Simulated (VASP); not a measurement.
# MgO (Fm-3m) in VASP: settings compared

MgO is run at these levels: PBEsol, PBEsol+D3(BJ); tasks: single point, relaxation of cell and atoms.

All numbers are computed with VASP 6.6.1; they aren't measurements. Logs are shortened: lines on timing, memory, paths and dates and some standing lists are left out, and cuts for length are marked.

**What was measured.**

From “Electronic structure of alkaline earth and post-transition metal oxides”, 2009, arxiv:0908.1581, for a bulk crystal of MgO: band gap 7.83 eV.

How close the calculation comes is told below.

## Step 1: The cell of the first run

It takes space group Fm-3m (No. 225, cubic). Conventional cell: a = 4.214 Å, b = 4.214 Å, c = 4.214 Å, α = 90.00°, β = 90.00°, γ = 90.00°. Mg (site symmetry m-3m) has 6 O at 2.11 Å within 2.8 Å. O (site symmetry m-3m) has 6 Mg at 2.11 Å within 2.8 Å.

## Step 2: Single point, PBEsol

The input, INCAR:

```
  ALGO = Normal
  EDIFF = 1E-6
  ENCUT = 600
  GGA = PS
  GGA_COMPAT = F
  ISIF = 2
  ISMEAR = -1
  LASPH = T
  LCHARG = F
  LREAL = F
  LWAVE = F
  NBANDS = 11
  NELM = 120
  PREC = Accurate
  SIGMA = 0.05
```

The input, KPOINTS:

```
k-points
0
Gamma
  10 10 10
```

The input, POSCAR:

```
MgO
1.0
    0.0000000000      2.1070853429      2.1070853429
    2.1070853429      0.0000000000      2.1070853429
    2.1070853429      2.1070853429      0.0000000000
Mg O
1 1
Direct
    0.0000000000      0.0000000000      0.0000000000
    0.5000000000      0.5000000000      0.5000000000
```

Potentials or basis: VASP PAW PBE potentials, release 64 (Mg, O).

Launch:

```
cat potpaw_PBE.64/Mg/POTCAR potpaw_PBE.64/O/POTCAR > POTCAR
mpirun -np 1 vasp_std > vasp.out
```

OUTCAR:

```text
EDIFF = 1E-6
   ENCUT = 600
   GGA = PS
   ISIF = 2
   ISMEAR = -1
   LASPH = T
   LREAL = F
   NELM = 120
   PREC = Accurate

 ion  position               nearest neighbor table
   1  0.000  0.000  0.000-   2 2.11   2 2.11   2 2.11   2 2.11   2 2.11   2 2.11
   2  0.500  0.500  0.500-   1 2.11   1 2.11   1 2.11   1 2.11   1 2.11   1 2.11

  LATTYP: Found a face centered cubic cell.
 ALAT       =     4.2141706858

  Lattice vectors:

 A1 = (   0.0000000000,   2.1070853429,   2.1070853429)
 A2 = (   2.1070853429,   0.0000000000,   2.1070853429)
 A3 = (   2.1070853429,   2.1070853429,   0.0000000000)

Analysis of symmetry for initial positions (statically):
=====================================================================
 Subroutine PRICEL returns:
 Original cell was already a primitive cell.

 Routine SETGRP: Setting up the symmetry group for a
 face centered cubic supercell.

 Subroutine GETGRP returns: Found 48 space group operations
 (whereof 48 operations were pure point group operations)
 out of a pool of 48 trial point group operations.

The static configuration has the point symmetry O_h .

Analysis of symmetry for dynamics (positions and initial velocities):
=====================================================================
 Subroutine PRICEL returns:
 Original cell was already a primitive cell.

 Routine SETGRP: Setting up the symmetry group for a
 face centered cubic supercell.

 Subroutine GETGRP returns: Found 48 space group operations
 (whereof 48 operations were pure point group operations)
 out of a pool of 48 trial point group operations.

The dynamic configuration has the point symmetry O_h .

 Subroutine INISYM returns: Found 48 space group operations
 (whereof 48 operations are pure point group operations),
 and found     1 'primitive' translations

----------------------------------------------------------------------------------------

                                     Primitive cell

  volume of cell :      18.7101

  direct lattice vectors                    reciprocal lattice vectors
     0.000000000  2.107085343  2.107085343    -0.237294613  0.237294613  0.237294613
     2.107085343  0.000000000  2.107085343     0.237294613 -0.237294613  0.237294613
     2.107085343  2.107085343  0.000000000     0.237294613  0.237294613 -0.237294613

  length of vectors
     2.979868669  2.979868669  2.979868669     0.411006325  0.411006325  0.411006325

  position of ions in fractional coordinates (direct lattice)
     0.000000000  0.000000000  0.000000000
     0.500000000  0.500000000  0.500000000

  ion indices of the primitive-cell ions
   primitive index   ion index
                 1           1
                 2           2

----------------------------------------------------------------------------------------

 KPOINTS: k-points

Automatic generation of k-mesh.
 Grid dimensions read from file:
 generate k-points for:   10   10   10

 Generating k-lattice:

  Cartesian coordinates                     Fractional coordinates (reciprocal lattice)
    -0.023729461  0.023729461  0.023729461     0.100000000  0.000000000  0.000000000
     0.023729461 -0.023729461  0.023729461     0.000000000  0.100000000  0.000000000
     0.023729461  0.023729461 -0.023729461     0.000000000  0.000000000  0.100000000

  Length of vectors
     0.041100633  0.041100633  0.041100633

  Shift w.r.t. Gamma in fractional coordinates (k-lattice)
     0.000000000  0.000000000  0.000000000

 Subroutine IBZKPT returns following result:
 ===========================================

 Found     47 irreducible k-points:

 Following reciprocal coordinates:
            Coordinates               Weight
  0.000000  0.000000  0.000000      1.000000
  0.100000  0.000000  0.000000      8.000000
  0.200000  0.000000  0.000000      8.000000
  0.300000  0.000000  0.000000      8.000000
  0.400000  0.000000  0.000000      8.000000
  0.500000  0.000000  0.000000      4.000000
[... 16 lines left out ...]
  0.300000  0.300000  0.000000      6.000000
  0.400000  0.300000  0.000000     24.000000
 [... further k-points ...]
   k-points           NKPTS =     47   k-points in BZ     NKDIM =     47   number of bands    NBANDS=     11
   number of dos      NEDOS =    301   number of ions     NIONS =      2
   total plane-waves  NPLWV =  13824
   dimension x,y,z NGX =    24 NGY =   24 NGZ =   24
   dimension x,y,z NGXF=    48 NGYF=   48 NGZF=   48
   ions per type =               1   1
   NGX,Y,Z   is equivalent  to a cutoff of  13.39, 13.39, 13.39 a.u.
   NGXF,Y,Z  is equivalent  to a cutoff of  26.78, 26.78, 26.78 a.u.
 SYSTEM =  unknown system
   PREC   = accura    normal or accurate (medium, high low for compatibility)
   ISTART =      0    job   : 0-new  1-cont  2-samecut
   ICHARG =      2    charge: 1-file 2-atom 10-const
   ISPIN  =      1    spin polarized calculation?
   LNONCOLLINEAR =      F non collinear calculations
   LSORBIT =      F    spin-orbit coupling
   LASPH  =      T    aspherical Exc in radial PAW
   ENCUT  =  600.0 eV  44.10 Ry    6.64 a.u.   5.95  5.95  5.95*2*pi/ulx,y,z
   NELM   =    120;   NELMIN=  2; NELMDL= -5     # of ELM steps
   EDIFF  = 0.1E-05   stopping-criterion for ELM
   LREAL  =      F    real-space projection
   EDIFFG = 0.1E-04   stopping-criterion for IOM
   NSW    =      0    number of steps for IOM
   IBRION =     -1    ionic relax: 0-MD 1-quasi-New 2-CG
   NFREE  =      0    steps in history (QN), initial steepest desc. (CG)
   ISIF   =      2    stress and relaxation
   ISYM   =      2    0-nonsym 1-usesym 2-fastsym
   POTIM  = 0.5000    time-step for ionic-motion
   TEBEG  =    0.0;   TEEND  =   0.0 temperature during run
   PSTRESS=    0.0 pullay stress
   NELECT =       8.0000    total number of electrons
   NUPDOWN=      -1.0000    fix difference up-down
   EMIN   =  10.00;   EMAX   =-10.00  energy-range for DOS
   EFERMI =   0.00;   METHOD = LEGACY
   ISMEAR =    -1;   SIGMA  =   0.05  broadening in eV -4-tet -1-fermi 0-gaus
   EFERMI_NEDOS =   21; number of points for ismear=-14 and -15
   IALGO  =     38    algorithm
   IMIX   =      4    mixing-type and parameters
     AMIX     =   0.40;   BMIX     =  1.00
     AMIX_MAG =   1.60;   BMIX_MAG =  1.00
  volume/ion in A,a.u.               =       9.36        63.13
  Fermi-wavevector in a.u.,A,eV,Ry     =   1.233330  2.330656 20.695868  1.521103
  Thomas-Fermi vector in A             =   2.368065
   LORBIT       =      0    0 simple, 1 ext, 2 COOP (PROOUT), +10 PAW based schemes
   GGA     = PS    functional components
   LHFCALC =     F    Hartree Fock is set to
   AEXX    =    0.0000 exact exchange contribution
   IVDW    =     0    specifies the selected vdW correction
   LEPSILON=     F    determine dielectric tensor
   LRPA    =     F    only Hartree local field effects (RPA)
 non-spin polarized calculation
  energy-cutoff  :      600.00
  volume of cell :       18.71
 maximum number of plane-waves:       636
   NGX = 11   NGY = 11   NGZ = 11

 number of electron       8.0000005 magnetization

 Free energy of the ion-electron system (eV)
  ---------------------------------------------------
  ext. energy  EPLUGINS =         0.00000000
  ---------------------------------------------------
  free energy    TOTEN  =       -12.51544623 eV

  energy without entropy =      -12.51544623  energy(sigma->0) =      -12.51544623

 E-fermi :   4.0892     XC(G=0): -11.3027

 val. band max:        3.0542427999   @ k =   0.0000   0.0000   0.0000
 cond. band min:       7.6753373989   @ k =   0.0000   0.0000   0.0000
 fundamental gap:      4.6210945990
 Fermi energy:         4.0892031631

 k-point     1 :       0.0000    0.0000    0.0000
  band No.  band energies     occupation
      1     -14.1430      2.00000
      2       3.0542      2.00000
      3       3.0542      2.00000
      4       3.0542      2.00000
      5       7.6753      0.00000
      6      18.6801      0.00000
      7      18.6801      0.00000
      8      18.6801      0.00000
      9      22.5182      0.00000
     10      24.4004      0.00000
     11      24.4004      0.00000

 k-point     2 :       0.1000    0.0000    0.0000
  band No.  band energies     occupation
      1     -14.0357      2.00000
      2       2.3910      2.00000
      3       2.9857      2.00000
      4       2.9857      2.00000
      5       8.3098      0.00000
      6      17.4188      0.00000
      7      18.9210      0.00000
      8      18.9210      0.00000
      9      23.6737      0.00000
     10      23.6737      0.00000
     11      24.1955      0.00000

 k-point     3 :       0.2000    0.0000    0.0000
  band No.  band energies     occupation
      1     -13.7401      2.00000
      2       1.0545      2.00000
      3       2.8122      2.00000
      4       2.8122      2.00000
      5       9.5027      0.00000
      6      15.9115      0.00000
      7      19.4101      0.00000
      8      19.4101      0.00000
      9      22.9781      0.00000
     10      22.9781      0.00000
     11      25.1527      0.00000

 k-point     4 :       0.3000    0.0000    0.0000
  band No.  band energies     occupation
      1     -13.3402      2.00000
      2      -0.2805      2.00000
      3       2.6086      2.00000
      4       2.6086      2.00000
      5      10.4174      0.00000
      6      15.2483      0.00000
      7      19.5374      0.00000
      8      19.5374      0.00000
      9      23.4098      0.00000
     10      23.4098      0.00000
     11      24.5557      0.00000
[... 239 lines left out ...]
 k-point    22 :      -0.2000    0.2000    0.0000
  band No.  band energies     occupation
      1     -13.2213      2.00000
      2      -0.0808      2.00000
      3       1.6964      2.00000
      4       2.6050      2.00000
      5      11.3886      0.00000
      6      14.7847      0.00000
      7      18.0331      0.00000
      8      20.7076      0.00000
      9      21.3558      0.00000
     10      24.2476      0.00000
     11      27.7240      0.00000

 k-point    23 :       0.3000    0.3000    0.0000
  band No.  band energies     occupation
      1     -13.1339      2.00000
      2      -0.1380      2.00000
      3       2.1053      2.00000
      4       2.1053      2.00000
      5      11.8064      0.00000
      6      13.2895      0.00000
      7      17.3467      0.00000
      8      20.8339      0.00000
      9      20.8339      0.00000
     10      27.0624      0.00000
     11      30.3133      0.00000

 k-point    24 :       0.4000    0.3000    0.0000
  band No.  band energies     occupation
      1     -12.8810      2.00000
      2      -0.5678      2.00000
      3       1.7333      2.00000
      4       1.9567      2.00000
      5      12.5076      0.00000
      6      13.0560      0.00000
      7      16.5188      0.00000
      8      21.0797      0.00000
      9      21.2839      0.00000
     10      27.7994      0.00000
     11      29.9160      0.00000

 [... further k-points ...]
[... 5 lines left out ...]
  --------------------------------------------------------------------------------------
  -------------------------------------------------------------------------------------
  Total       -0.0852263     -0.0852263     -0.0852263      0.0000000     -0.0000000      0.0000000
  in kB       -7.2980641     -7.2980641     -7.2980641      0.0000000     -0.0000000      0.0000000
  external PRESSURE =      -7.2980641 kB  Pullay stress =       0.0000000 kB

 VOLUME and BASIS-vectors are now :
 -----------------------------------------------------------------------------
  energy-cutoff  :      600.00
  volume of cell :       18.71
      direct lattice vectors                 reciprocal lattice vectors
     0.000000000  2.107085343  2.107085343    -0.237294613  0.237294613  0.237294613
     2.107085343  0.000000000  2.107085343     0.237294613 -0.237294613  0.237294613
     2.107085343  2.107085343  0.000000000     0.237294613  0.237294613 -0.237294613

 POSITION                                       TOTAL-FORCE (eV/Angst)
 -----------------------------------------------------------------------------------
      0.00000      0.00000      0.00000        -0.000000      0.000000     -0.000000
      2.10709      2.10709      2.10709         0.000000     -0.000000      0.000000
 -----------------------------------------------------------------------------------
    total drift:                               -0.000000     -0.000000      0.000000

  FREE ENERGIE OF THE ION-ELECTRON SYSTEM (eV)
  ---------------------------------------------------
  free  energy   TOTEN  =       -12.5154462271 eV

  energy  without entropy=      -12.5154462271  energy(sigma->0) =      -12.51544623
```

It took 15 s on 1 thread of Intel Xeon 8259CL, shared host; peak memory 0.15 GiB.

Results:

```yaml
Free_energy: -12.5154 eV
Pressure: -0.7 GPa
Band_gap_on_the_k_mesh: 4.62 eV, direct
```

Caveat: the PAW data sets were made with another functional, which shifts forces and pressure a little.

(Continued in part 2 of 3.)
